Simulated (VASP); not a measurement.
# SnCl (P6_3mc) in VASP: further runs

The runs below take SnCl through single point, with PBE.

Everything below comes from runs of VASP 6.6.1. Logs are shortened: lines on timing, memory, paths and dates and some standing lists are left out, and cuts for length are marked.

### 1 The cell of the first run

Symmetry: P6_3mc, No. 186, hexagonal system. The conventional cell has a = 3.498 Å, b = 3.498 Å, c = 10.062 Å, α = 90.00°, β = 90.00°, γ = 120.00°. Sn (site symmetry 3m) has 4 Cl at 2.68 to 3.10 Å and 6 Sn at 3.50 Å within 3.5 Å. Cl (site symmetry 3m) has 4 Sn at 2.68 to 3.10 Å and 6 Cl at 3.50 Å within 3.5 Å.

### 2 Single point, PBE

Input file INCAR:

```
SYSTEM = SnCl
ALGO = Normal
EDIFF = 1E-7
ENCUT = 520
GGA = PE
ISIF = 2
ISMEAR = -1
LASPH = .TRUE.
LCHARG = .FALSE.
LREAL = .FALSE.
LWAVE = .FALSE.
NBANDS = 29
NELM = 100
PREC = Accurate
SIGMA = 0.05
```

Input file KPOINTS:

```
k-points
0
G
  9 9 3
  0 0 0
```

Input file POSCAR:

```
SnCl
1.0
    3.4975457026      0.0000000000      0.0000000000
   -1.7487728513      3.0289634293      0.0000000000
    0.0000000000      0.0000000000     10.0622090000
Sn Cl
2 2
Direct
    0.6666666667      0.3333333333      0.8205100000
    0.3333333333      0.6666666667      0.3205100000
    0.6666666667      0.3333333333      0.5544910000
    0.3333333333      0.6666666667      0.0544910000
```

Potentials or basis: VASP PAW PBE potentials, release 64 (Sn_d, Cl).

Launch:

```
$ cat potpaw_PBE.64/Sn_d/POTCAR potpaw_PBE.64/Cl/POTCAR > POTCAR
$ mpirun -np 1 vasp_std > vasp.out
```

OUTCAR:

```text
SYSTEM = SnCl
   EDIFF = 1E-7
   ENCUT = 520
   GGA = PE
   ISIF = 2
   ISMEAR = -1
   LASPH = .TRUE.
   LREAL = .FALSE.
   NELM = 100
   PREC = Accurate

 ion  position               nearest neighbor table
   1  0.667  0.333  0.821-   3 2.68   4 3.10   4 3.10   4 3.10
   2  0.333  0.667  0.321-   4 2.68   3 3.10   3 3.10   3 3.10
   3  0.667  0.333  0.554-   1 2.68   2 3.10   2 3.10   2 3.10
   4  0.333  0.667  0.054-   2 2.68   1 3.10   1 3.10   1 3.10

  LATTYP: Found a hexagonal cell.
 ALAT       =     3.4975457026
 C/A-ratio  =     2.8769342435

  Lattice vectors:

 A1 = (   3.4975457026,   0.0000000000,   0.0000000000)
 A2 = (  -1.7487728513,   3.0289634293,   0.0000000000)
 A3 = (   0.0000000000,   0.0000000000,  10.0622090000)

Analysis of symmetry for initial positions (statically):
=====================================================================
 Subroutine PRICEL returns:
 Original cell was already a primitive cell.

 Routine SETGRP: Setting up the symmetry group for a
 hexagonal supercell.

 Subroutine GETGRP returns: Found 12 space group operations
 (whereof  6 operations were pure point group operations)
 out of a pool of 24 trial point group operations.

The static configuration has the point symmetry C_3v.
 The point group associated with its full space group is C_6v.

Analysis of symmetry for dynamics (positions and initial velocities):
=====================================================================
 Subroutine PRICEL returns:
 Original cell was already a primitive cell.

 Routine SETGRP: Setting up the symmetry group for a
 hexagonal supercell.

 Subroutine GETGRP returns: Found 12 space group operations
 (whereof  6 operations were pure point group operations)
 out of a pool of 24 trial point group operations.

The dynamic configuration has the point symmetry C_3v.
 The point group associated with its full space group is C_6v.

 Subroutine INISYM returns: Found 12 space group operations
 (whereof  6 operations are pure point group operations),
 and found     1 'primitive' translations

----------------------------------------------------------------------------------------

                                     Primitive cell

  volume of cell :     106.5984

  direct lattice vectors                    reciprocal lattice vectors
     3.497545703  0.000000000  0.000000000     0.285914777  0.165072974  0.000000000
    -1.748772851  3.028963429  0.000000000     0.000000000  0.330145947  0.000000000
     0.000000000  0.000000000 10.062209000     0.000000000  0.000000000  0.099381756

  length of vectors
     3.497545703  3.497545703 10.062209000     0.330145947  0.330145947  0.099381756

  position of ions in fractional coordinates (direct lattice)
     0.666666667  0.333333333  0.820510000
     0.333333333  0.666666667  0.320510000
     0.666666667  0.333333333  0.554491000
     0.333333333  0.666666667  0.054491000

  ion indices of the primitive-cell ions
   primitive index   ion index
                 1           1
                 2           2
                 3           3
                 4           4

----------------------------------------------------------------------------------------

 KPOINTS: k-points

Automatic generation of k-mesh.
 Grid dimensions read from file:
 generate k-points for:    9    9    3

 Generating k-lattice:

  Cartesian coordinates                     Fractional coordinates (reciprocal lattice)
     0.031768309  0.018341442  0.000000000     0.111111111  0.000000000  0.000000000
     0.000000000  0.036682883  0.000000000     0.000000000  0.111111111  0.000000000
     0.000000000  0.000000000  0.033127252     0.000000000  0.000000000  0.333333333

  Length of vectors
     0.036682883  0.036682883  0.033127252

  Shift w.r.t. Gamma in fractional coordinates (k-lattice)
     0.000000000  0.000000000  0.000000000

 Subroutine IBZKPT returns following result:
 ===========================================

 Found     24 irreducible k-points:

 Following reciprocal coordinates:
            Coordinates               Weight
  0.000000  0.000000  0.000000      1.000000
  0.111111 -0.000000  0.000000      6.000000
  0.222222 -0.000000  0.000000      6.000000
  0.333333 -0.000000  0.000000      6.000000
  0.444444 -0.000000  0.000000      6.000000
  0.111111  0.111111  0.000000      6.000000
[... 16 lines left out ...]
  0.333333  0.222222  0.333333     24.000000
  0.333333  0.333333  0.333333      4.000000
   k-points           NKPTS =     24   k-points in BZ     NKDIM =     24   number of bands    NBANDS=     29
   number of dos      NEDOS =    301   number of ions     NIONS =      4
   total plane-waves  NPLWV =  62720
   dimension x,y,z NGX =    28 NGY =   28 NGZ =   80
   dimension x,y,z NGXF=    56 NGYF=   56 NGZF=  160
   ions per type =               2   2
   NGX,Y,Z   is equivalent  to a cutoff of  13.31, 13.31, 13.22 a.u.
   NGXF,Y,Z  is equivalent  to a cutoff of  26.62, 26.62, 26.43 a.u.
 SYSTEM =  SnCl
   PREC   = accura    normal or accurate (medium, high low for compatibility)
   ISTART =      0    job   : 0-new  1-cont  2-samecut
   ICHARG =      2    charge: 1-file 2-atom 10-const
   ISPIN  =      1    spin polarized calculation?
   LNONCOLLINEAR =      F non collinear calculations
   LSORBIT =      F    spin-orbit coupling
   LASPH  =      T    aspherical Exc in radial PAW
   ENCUT  =  520.0 eV  38.22 Ry    6.18 a.u.   6.50  6.50 18.71*2*pi/ulx,y,z
   NELM   =    100;   NELMIN=  2; NELMDL= -5     # of ELM steps
   EDIFF  = 0.1E-06   stopping-criterion for ELM
   LREAL  =      F    real-space projection
   EDIFFG = 0.1E-05   stopping-criterion for IOM
   NSW    =      0    number of steps for IOM
   IBRION =     -1    ionic relax: 0-MD 1-quasi-New 2-CG
   NFREE  =      0    steps in history (QN), initial steepest desc. (CG)
   ISIF   =      2    stress and relaxation
   ISYM   =      2    0-nonsym 1-usesym 2-fastsym
   POTIM  = 0.5000    time-step for ionic-motion
   TEBEG  =    0.0;   TEEND  =   0.0 temperature during run
   PSTRESS=    0.0 pullay stress
   NELECT =      42.0000    total number of electrons
   NUPDOWN=      -1.0000    fix difference up-down
   EMIN   =  10.00;   EMAX   =-10.00  energy-range for DOS
   EFERMI =   0.00;   METHOD = LEGACY
   ISMEAR =    -1;   SIGMA  =   0.05  broadening in eV -4-tet -1-fermi 0-gaus
   EFERMI_NEDOS =   21; number of points for ismear=-14 and -15
   IALGO  =     38    algorithm
   IMIX   =      4    mixing-type and parameters
     AMIX     =   0.40;   BMIX     =  1.00
     AMIX_MAG =   1.60;   BMIX_MAG =  1.00
  volume/ion in A,a.u.               =      26.65       179.84
  Fermi-wavevector in a.u.,A,eV,Ry     =   1.200165  2.267983 19.597782  1.440396
  Thomas-Fermi vector in A             =   2.336008
   LORBIT       =      0    0 simple, 1 ext, 2 COOP (PROOUT), +10 PAW based schemes
   GGA     = PE    functional components
   LHFCALC =     F    Hartree Fock is set to
   AEXX    =    0.0000 exact exchange contribution
   IVDW    =     0    specifies the selected vdW correction
   LEPSILON=     F    determine dielectric tensor
   LRPA    =     F    only Hartree local field effects (RPA)
 non-spin polarized calculation
  energy-cutoff  :      520.00
  volume of cell :      106.60
 maximum number of plane-waves:      2924
 NGX is ok and might be reduce to    28
   NGX = 13   NGY = 13   NGZ = 37

 number of electron      41.9999995 magnetization

 Free energy of the ion-electron system (eV)
  ---------------------------------------------------
  ext. energy  EPLUGINS =         0.00000000
  ---------------------------------------------------
  free energy    TOTEN  =       -13.41026979 eV

  energy without entropy =      -13.40082651  energy(sigma->0) =      -13.40554815

 E-fermi :   4.8009     XC(G=0):  -9.3834

 val. band max:        4.6514338522   @ k =   0.3333   0.1111   0.3333
 cond. band min:       4.8144980450   @ k =   0.2222   0.2222   0.0000
 fundamental gap:      0.1630641928
 Fermi energy:         4.8008676185

 k-point     1 :       0.0000    0.0000    0.0000
  band No.  band energies     occupation
      1     -16.7665      2.00000
      2     -16.7590      2.00000
      3     -16.6990      2.00000
      4     -16.6990      2.00000
      5     -16.6990      2.00000
      6     -16.6990      2.00000
[... 21 lines left out ...]
     28      12.0824      0.00000
     29      15.2019      0.00000

 k-point     2 :       0.1111   -0.0000    0.0000
  band No.  band energies     occupation
      1     -16.7601      2.00000
      2     -16.7531      2.00000
      3     -16.7000      2.00000
      4     -16.6998      2.00000
      5     -16.6878      2.00000
      6     -16.6878      2.00000
[... 21 lines left out ...]
     28      12.5562      0.00000
     29      14.0555      0.00000

 k-point     3 :       0.2222   -0.0000    0.0000
  band No.  band energies     occupation
      1     -16.7489      2.00000
      2     -16.7439      2.00000
      3     -16.6979      2.00000
      4     -16.6963      2.00000
      5     -16.6910      2.00000
      6     -16.6908      2.00000
[... 21 lines left out ...]
     28      12.5706      0.00000
     29      13.6068      0.00000

 k-point     4 :       0.3333   -0.0000    0.0000
  band No.  band energies     occupation
      1     -16.7469      2.00000
      2     -16.7446      2.00000
      3     -16.7072      2.00000
      4     -16.7065      2.00000
      5     -16.6846      2.00000
      6     -16.6814      2.00000
[... 597 lines left out ...]
     28      12.6957      0.00000
     29      13.7197      0.00000

 k-point    23 :       0.3333    0.2222    0.3333
  band No.  band energies     occupation
      1     -16.7149      2.00000
      2     -16.7144      2.00000
      3     -16.7098      2.00000
      4     -16.7096      2.00000
      5     -16.6936      2.00000
      6     -16.6932      2.00000
[... 21 lines left out ...]
     28      12.6308      0.00000
     29      13.3768      0.00000

 k-point    24 :       0.3333    0.3333    0.3333
  band No.  band energies     occupation
      1     -16.7069      2.00000
      2     -16.7069      2.00000
      3     -16.7027      2.00000
      4     -16.7021      2.00000
      5     -16.6988      2.00000
      6     -16.6988      2.00000
[... 21 lines left out ...]
     28      12.7140      0.00000
     29      13.5524      0.00000

------------------------ aborting loop because EDIFF is reached ----------------------------------------

  FORCE on cell =-STRESS in cart. coord.  units (eV):
  Direction    XX          YY          ZZ          XY          YZ          ZX
  --------------------------------------------------------------------------------------
  -------------------------------------------------------------------------------------
  Total       -0.1277442     -0.1277442     -0.2785101     -0.0000000      0.0000000      0.0000000
  in kB       -1.9199993     -1.9199993     -4.1860147     -0.0000000      0.0000000      0.0000000
  external PRESSURE =      -2.6753378 kB  Pullay stress =       0.0000000 kB

 VOLUME and BASIS-vectors are now :
 -----------------------------------------------------------------------------
  energy-cutoff  :      520.00
  volume of cell :      106.60
      direct lattice vectors                 reciprocal lattice vectors
     3.497545703  0.000000000  0.000000000     0.285914777  0.165072974  0.000000000
    -1.748772851  3.028963429  0.000000000     0.000000000  0.330145947  0.000000000
     0.000000000  0.000000000 10.062209000     0.000000000  0.000000000  0.099381756

 POSITION                                       TOTAL-FORCE (eV/Angst)
 -----------------------------------------------------------------------------------
      1.74877      1.00965      8.25614        -0.000000      0.000000     -0.102987
     -0.00000      2.01931      3.22504        -0.000000     -0.000000     -0.102987
      1.74877      1.00965      5.57940         0.000000     -0.000000      0.102987
     -0.00000      2.01931      0.54830         0.000000      0.000000      0.102987
 -----------------------------------------------------------------------------------
    total drift:                                0.000000      0.000000     -0.000890

  FREE ENERGIE OF THE ION-ELECTRON SYSTEM (eV)
  ---------------------------------------------------
  free  energy   TOTEN  =       -13.4102697871 eV

  energy  without entropy=      -13.4008265114  energy(sigma->0) =      -13.40554815
```

Run time: 61 s. Hardware: 1 thread of Intel Xeon Platinum 8375C at 2.90GHz (Ice Lake), shared host; peak memory 0.26 GiB.

Results:

```yaml
Free_energy: -13.4103 eV
Pressure: -0.3 GPa
Largest_force: 0.103 eV/Å
Band_gap_on_the_k_mesh: zero (band 21 reaches 7.25 eV, above the bottom of band 22 at 3.87 eV)
```

Forces in eV/Å, atoms in the order of the input:
```
Sn   0.000  0.000 -0.103
Sn   0.000  0.000 -0.103
Cl   0.000  0.000  0.103
Cl   0.000  0.000  0.103
```

Stress tensor (GPa, compression positive):
```
-0.19  0.00  0.00
 0.00 -0.19  0.00
 0.00  0.00 -0.42
```

Levels at points of the mesh, in eV from the Fermi level:
```tsv
k point	band 17	band 18	band 19	band 20	band 21	band 22	band 23	band 24
(0.00, 0.00, 0.00)	-1.59	-1.59	-1.53	-1.53	0.89	4.18	6.06	6.06
```

Caveat: spin-orbit coupling is left out, which moves the levels of the heavy elements.

### 3 Single point, PBE

Input file INCAR:

```
SYSTEM = SnCl
  PREC = Accurate
  ENCUT = 520
  EDIFF = 1E-6
  ISMEAR = 0
  SIGMA = 0.1
  LREAL = .False.
  LASPH = .True.
  NELM = 100
  ALGO = Normal
  ISIF = 2
  LWAVE = .False.
  LCHARG = .True.
  GGA = PE
  LELF = .True.
  LVHAR = .True.
  NBANDS = 29
```

Input file KPOINTS:

```
regular mesh
0
Gamma
  7 7 3
  0 0 0
```

POSCAR is that of step 2.

Potentials or basis: VASP PAW PBE potentials, release 64 (Sn_d, Cl).

Launch:

```
$ cat potpaw_PBE.64/Sn_d/POTCAR potpaw_PBE.64/Cl/POTCAR > POTCAR
$ mpirun -np 1 vasp_std > vasp.out
```

Wall time 22 s (1 thread of Intel Xeon 6975P-C (Granite Rapids), shared host); peak memory 0.24 GiB.

The run converged. Its results:

| Item | Value |
| --- | --- |
| Free energy | -13.3760 eV |
| Pressure | -0.2 GPa |
| Largest force | 0.076 eV/Å |
| Band gap on the k mesh | zero (band 21 reaches 7.09 eV, above the bottom of band 22 at 3.94 eV) |

Forces in eV/Å, atoms in the order of the input:
```
Sn   0.000  0.000 -0.076
Sn   0.000  0.000 -0.076
Cl   0.000  0.000  0.076
Cl   0.000  0.000  0.076
```

Stress tensor (GPa, compression positive):
```
 0.20  0.00  0.00
 0.00  0.20  0.00
 0.00  0.00 -1.10
```

Levels at points of the mesh, in eV from the Fermi level:
| k point | band 17 | band 18 | band 19 | band 20 | band 21 | band 22 | band 23 | band 24 |
| --- | --- | --- | --- | --- | --- | --- | --- | --- |
| (0.00, 0.00, 0.00) | -1.65 | -1.65 | -1.59 | -1.59 | 0.85 | 4.13 | 6.02 | 6.02 |

Caveat: spin-orbit coupling is left out, which moves the levels of the heavy elements.

### 4 Single point, PBE

Input file INCAR:

```
ALGO = Normal
EDIFF = 1E-6
ENCUT = 520
GGA = PE
ISIF = 2
ISMEAR = 0
LASPH = True
LCHARG = True
LELF = True
LREAL = False
LVHAR = True
LWAVE = False
NBANDS = 29
NELM = 80
PREC = Accurate
SIGMA = 0.1
```

Input file KPOINTS:

```
k-points
0
Gamma
  7 7 3
```

POSCAR is that of step 3.

Launch:

```
$ cat potpaw_PBE.64/Sn_d/POTCAR potpaw_PBE.64/Cl/POTCAR > POTCAR
$ mpirun -np 1 vasp_std > vasp.out
```

Run time: 22 s. Hardware: 1 thread of Intel Xeon 6975P-C (Granite Rapids), shared host; peak memory 0.25 GiB.

Results (log left out):

```
Free energy            : -13.3760 eV
Pressure               : -0.2 GPa
Largest force          : 0.076 eV/Å
Band gap on the k mesh : zero (band 21 reaches 7.09 eV, above the bottom of band 22 at 3.94 eV)
```

Forces on the atoms (eV/Å):
```
Sn   0.000  0.000 -0.076
Sn   0.000  0.000 -0.076
Cl   0.000  0.000  0.076
Cl   0.000  0.000  0.076
```

Stress tensor (GPa, compression positive):
```
 0.20  0.00  0.00
 0.00  0.20  0.00
 0.00  0.00 -1.10
```

Levels at points of the mesh, in eV from the Fermi level:
```tsv
k point	band 17	band 18	band 19	band 20	band 21	band 22	band 23	band 24
(0.00, 0.00, 0.00)	-1.65	-1.65	-1.59	-1.59	0.85	4.13	6.02	6.02
```

Caveat: spin-orbit coupling is left out, which moves the levels of the heavy elements.

(Continued in part 2 of 2.)
